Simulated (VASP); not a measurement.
# ZnO (P6_3mc) in VASP: relaxation of the atoms with PBE

Aim: the relaxation of the atoms of ZnO with PBE.

Program: VASP 6.6.1. These are calculated values, not measurements. Logs are shortened: lines on timing, memory, paths and dates and some standing lists are left out, and cuts for length are marked.

## 1. The cell of the first run

It takes space group P6_3mc (No. 186, hexagonal). Conventional cell: a = 3.280 Å, b = 3.280 Å, c = 5.294 Å, α = 90.00°, β = 90.00°, γ = 120.00°. Zn (site symmetry 3m) has 4 O at 2.00 to 2.01 Å within 2.6 Å. Within 2.6 Å of O (site symmetry 3m) lie 4 Zn at 2.00 to 2.01 Å.

## 2. Relaxation of the atoms, PBE

The input, INCAR:

```
ALGO = Normal ; EDIFF = 1E-7
EDIFFG = -0.03 ; ENCUT = 520
GGA = PE ; GGA_COMPAT = F
IBRION = 2 ; ISIF = 2
ISMEAR = -1 ; LASPH = T
LCHARG = F ; LREAL = F
LWAVE = F ; NELM = 120
NELMIN = 4 ; NSW = 100
PREC = Accurate ; SIGMA = 0.01
```

The input, KPOINTS:

```
k-points
0
Gamma
  3 3 2
```

The input, POSCAR:

```
ZnO
1.0
    3.2799149933      0.0000000000      0.0000000000
   -1.6399574967      2.8404897067      0.0000000000
    0.0000000000      0.0000000000      5.2940484800
Zn O
2 2
Direct
    0.6666666700      0.3333333300      0.5006132100
    0.3333333300      0.6666666700      0.0006132100
    0.6666666700      0.3333333300      0.8796967900
    0.3333333300      0.6666666700      0.3796967900
```

Potentials or basis: VASP PAW PBE potentials, release 64 (Zn, O).

Launch:

```console
> cat potpaw_PBE.64/Zn/POTCAR potpaw_PBE.64/O/POTCAR > POTCAR
> mpirun -np 1 vasp_std > vasp.out
```

OUTCAR:

```text
EDIFF = 1E-7
   EDIFFG = -0.03
   ENCUT = 520
   GGA = PE
   IBRION = 2
   ISIF = 2
   ISMEAR = -1
   LASPH = T
   LREAL = F
   NELM = 120
   NELMIN = 4
   NSW = 100
   PREC = Accurate

 ion  position               nearest neighbor table
   1  0.667  0.333  0.501-   4 2.00   4 2.00   4 2.00   3 2.01
   2  0.333  0.667  0.001-   3 2.00   3 2.00   3 2.00   4 2.01
   3  0.667  0.333  0.880-   2 2.00   2 2.00   2 2.00   1 2.01
   4  0.333  0.667  0.380-   1 2.00   1 2.00   1 2.00   2 2.01

  LATTYP: Found a hexagonal cell.
 ALAT       =     3.2799149933
 C/A-ratio  =     1.6140810023

  Lattice vectors:

 A1 = (   3.2799149933,   0.0000000000,   0.0000000000)
 A2 = (  -1.6399574967,   2.8404897067,   0.0000000000)
 A3 = (   0.0000000000,   0.0000000000,   5.2940484800)

Analysis of symmetry for initial positions (statically):
=====================================================================
 Subroutine PRICEL returns:
 Original cell was already a primitive cell.

 Routine SETGRP: Setting up the symmetry group for a
 hexagonal supercell.

 Subroutine GETGRP returns: Found 12 space group operations
 (whereof  6 operations were pure point group operations)
 out of a pool of 24 trial point group operations.

The static configuration has the point symmetry C_3v.
 The point group associated with its full space group is C_6v.

Analysis of symmetry for dynamics (positions and initial velocities):
=====================================================================
 Subroutine PRICEL returns:
 Original cell was already a primitive cell.

 Routine SETGRP: Setting up the symmetry group for a
 hexagonal supercell.

 Subroutine GETGRP returns: Found 12 space group operations
 (whereof  6 operations were pure point group operations)
 out of a pool of 24 trial point group operations.

The dynamic configuration has the point symmetry C_3v.
 The point group associated with its full space group is C_6v.

 Subroutine INISYM returns: Found 12 space group operations
 (whereof  6 operations are pure point group operations),
 and found     1 'primitive' translations

----------------------------------------------------------------------------------------

                                     Primitive cell

  volume of cell :      49.3223

  direct lattice vectors                    reciprocal lattice vectors
[... 71 lines left out ...]
   NELM   =    120;   NELMIN=  4; NELMDL= -5     # of ELM steps
   EDIFF  = 0.1E-06   stopping-criterion for ELM
   LREAL  =      F    real-space projection
   EDIFFG = -.3E-01   stopping-criterion for IOM
   NSW    =    100    number of steps for IOM
   IBRION =      2    ionic relax: 0-MD 1-quasi-New 2-CG
   NFREE  =      1    steps in history (QN), initial steepest desc. (CG)
   ISIF   =      2    stress and relaxation
   ISYM   =      2    0-nonsym 1-usesym 2-fastsym
   POTIM  = 0.5000    time-step for ionic-motion
   TEBEG  =    0.0;   TEEND  =   0.0 temperature during run
   PSTRESS=    0.0 pullay stress
   NELECT =      36.0000    total number of electrons
   NUPDOWN=      -1.0000    fix difference up-down
   EMIN   =  10.00;   EMAX   =-10.00  energy-range for DOS
   EFERMI =   0.00;   METHOD = LEGACY
   ISMEAR =    -1;   SIGMA  =   0.01  broadening in eV -4-tet -1-fermi 0-gaus
   EFERMI_NEDOS =   21; number of points for ismear=-14 and -15
   IALGO  =     38    algorithm
   IMIX   =      4    mixing-type and parameters
     AMIX     =   0.40;   BMIX     =  1.00
     AMIX_MAG =   1.60;   BMIX_MAG =  1.00
  volume/ion in A,a.u.               =      12.33        83.21
  Fermi-wavevector in a.u.,A,eV,Ry     =   1.473990  2.785436 29.560635  2.172645
  Thomas-Fermi vector in A             =   2.588816
   LORBIT       =      0    0 simple, 1 ext, 2 COOP (PROOUT), +10 PAW based schemes
   GGA     = PE    functional components
   LHFCALC =     F    Hartree Fock is set to
   AEXX    =    0.0000 exact exchange contribution
   IVDW    =     0    specifies the selected vdW correction
   LEPSILON=     F    determine dielectric tensor
   LRPA    =     F    only Hartree local field effects (RPA)
 conjugate gradient relaxation of ions
 non-spin polarized calculation
  energy-cutoff  :      520.00
  volume of cell :       49.32
 maximum number of plane-waves:      1350
   NGX = 13   NGY = 13   NGZ = 19

 number of electron      36.0000039 magnetization

 Free energy of the ion-electron system (eV)
  ---------------------------------------------------
  ext. energy  EPLUGINS =         0.00000000
  ---------------------------------------------------
  free energy    TOTEN  =       -17.73807184 eV

  energy without entropy =      -17.73807184  energy(sigma->0) =      -17.73807184

 E-fermi :   1.1889     XC(G=0): -10.7073

 val. band max:        0.9458417874   @ k =   0.0000   0.0000   0.0000
 cond. band min:       1.6437292759   @ k =   0.0000   0.0000   0.0000
 fundamental gap:      0.6978874884
 Fermi energy:         1.1888916706

 k-point     1 :       0.0000    0.0000    0.0000
  band No.  band energies     occupation
      1     -16.8669      2.00000
      2     -16.1957      2.00000
      3      -4.6193      2.00000
      4      -4.6193      2.00000
      5      -4.5834      2.00000
      6      -4.4566      2.00000
[... 139 lines left out ...]
     21       8.8751      0.00000
     22       8.8751      0.00000

------------------------ aborting loop because EDIFF is reached ----------------------------------------

  FORCE on cell =-STRESS in cart. coord.  units (eV):
  Direction    XX          YY          ZZ          XY          YZ          ZX
  --------------------------------------------------------------------------------------
  -------------------------------------------------------------------------------------
  Total        0.4468910      0.4468910      0.0959895     -0.0000000      0.0000000      0.0000000
  in kB       14.5167201     14.5167201      3.1181031     -0.0000000      0.0000000      0.0000000
  external PRESSURE =      10.7171811 kB  Pullay stress =       0.0000000 kB

 VOLUME and BASIS-vectors are now :
 -----------------------------------------------------------------------------
  energy-cutoff  :      520.00
  volume of cell :       49.32
      direct lattice vectors                 reciprocal lattice vectors
     3.279914993  0.000000000  0.000000000     0.304885950  0.176025986  0.000000000
    -1.639957497  2.840489707  0.000000000     0.000000000  0.352051971  0.000000000
     0.000000000  0.000000000  5.294048480     0.000000000  0.000000000  0.188891357

 POSITION                                       TOTAL-FORCE (eV/Angst)
 -----------------------------------------------------------------------------------
      1.63996      0.94683      2.65027         0.000000     -0.000000      0.017476
     -0.00000      1.89366      0.00325        -0.000000      0.000000      0.017476
      1.63996      0.94683      4.65716         0.000000      0.000000     -0.017476
     -0.00000      1.89366      2.01013         0.000000      0.000000     -0.017476
 -----------------------------------------------------------------------------------
    total drift:                               -0.000017      0.000008     -0.001166

  FREE ENERGIE OF THE ION-ELECTRON SYSTEM (eV)
  ---------------------------------------------------
  free  energy   TOTEN  =       -17.7380718409 eV

  energy  without entropy=      -17.7380718409  energy(sigma->0) =      -17.73807184

 reached required accuracy - stopping structural energy minimisation
```

OSZICAR:

```text
N       E                     dE             d eps       ncg     rms          rms(c)
DAV:   1     0.293614209615E+03    0.29361E+03   -0.18672E+04   264   0.232E+03
DAV:   2     0.946202054775E+01   -0.28415E+03   -0.27308E+03   294   0.450E+02
DAV:   3    -0.205192401903E+02   -0.29981E+02   -0.29792E+02   318   0.156E+02
DAV:   4    -0.210608890447E+02   -0.54165E+00   -0.54152E+00   276   0.229E+01
DAV:   5    -0.210659104408E+02   -0.50214E-02   -0.50026E-02   306   0.193E+00    0.141E+01
DAV:   6    -0.175902632892E+02    0.34756E+01   -0.12431E+01   448   0.734E+01    0.859E+00
DAV:   7    -0.177788208873E+02   -0.18856E+00   -0.28313E+00   278   0.189E+01    0.516E+00
DAV:   8    -0.178040000946E+02   -0.25179E-01   -0.90151E-01   396   0.996E+00    0.187E+00
DAV:   9    -0.177339810001E+02    0.70019E-01   -0.21107E-01   408   0.849E+00    0.379E-01
DAV:  10    -0.177380988028E+02   -0.41178E-02   -0.68668E-02   264   0.188E+00    0.168E-01
DAV:  11    -0.177380033743E+02    0.95429E-04   -0.18665E-03   392   0.603E-01    0.472E-02
DAV:  12    -0.177380879315E+02   -0.84557E-04   -0.19144E-04   322   0.307E-01    0.451E-02
DAV:  13    -0.177380697417E+02    0.18190E-04   -0.73599E-05   362   0.209E-01    0.120E-02
DAV:  14    -0.177380724720E+02   -0.27303E-05   -0.25990E-05   264   0.473E-02    0.537E-03
DAV:  15    -0.177380719187E+02    0.55327E-06   -0.19407E-06   314   0.136E-02    0.153E-03
DAV:  16    -0.177380718409E+02    0.77871E-07   -0.11084E-07   176   0.541E-03
   1 F= -.17738072E+02 E0= -.17738072E+02  d E =-.177381E+02
```

CONTCAR:

```text
ZnO
   1.00000000000000
     3.2799149932999998    0.0000000000000000    0.0000000000000000
    -1.6399574966999999    2.8404897067000001    0.0000000000000000
     0.0000000000000000    0.0000000000000000    5.2940484799999998
  Zn              O
     2     2
Direct
     0.6666666699999979    0.3333333300000021    0.5006132099999974
     0.3333333300000021    0.6666666699999979    0.0006132099999974
     0.6666666699999979    0.3333333300000021    0.8796967899999970
     0.3333333300000021    0.6666666699999979    0.3796967899999970

  0.00000000E+00  0.00000000E+00  0.00000000E+00
  0.00000000E+00  0.00000000E+00  0.00000000E+00
  0.00000000E+00  0.00000000E+00  0.00000000E+00
  0.00000000E+00  0.00000000E+00  0.00000000E+00
```

Wall time 4.5 s (1 thread of Intel Xeon 6975P-C (Granite Rapids), shared host); peak memory 0.15 GiB.

Results:

```yaml
Free_energy: -17.7381 eV
Pressure_after_relaxing: 1.1 GPa
Largest_force_after_relaxing: 0.017 eV/Å
Band_gap_on_the_k_mesh: 0.70 eV
```

Forces on the atoms (eV/Å):
```
Zn   0.000  0.000  0.017
Zn   0.000  0.000  0.017
O    0.000  0.000 -0.017
O    0.000  0.000 -0.017
```

Stress tensor (GPa, compression positive):
```
1.45 0.00 0.00
0.00 1.45 0.00
0.00 0.00 0.31
```

Final structure:
```yaml
crystal:
  lattice:
    - [3.27991, 0.00000, 0.00000]
    - [-1.63996, 2.84049, 0.00000]
    - [0.00000, 0.00000, 5.29405]
  atoms:
    - { symbol: Zn, position: [0.66667, 0.33333, 0.50061] }
    - { symbol: Zn, position: [0.33333, 0.66667, 0.00061] }
    - { symbol: O, position: [0.66667, 0.33333, 0.87970] }
    - { symbol: O, position: [0.33333, 0.66667, 0.37970] }
```

Caveat: the k points lie up to 0.74 Å⁻¹ apart; the relaxation stopped at its first step, so nothing moved.
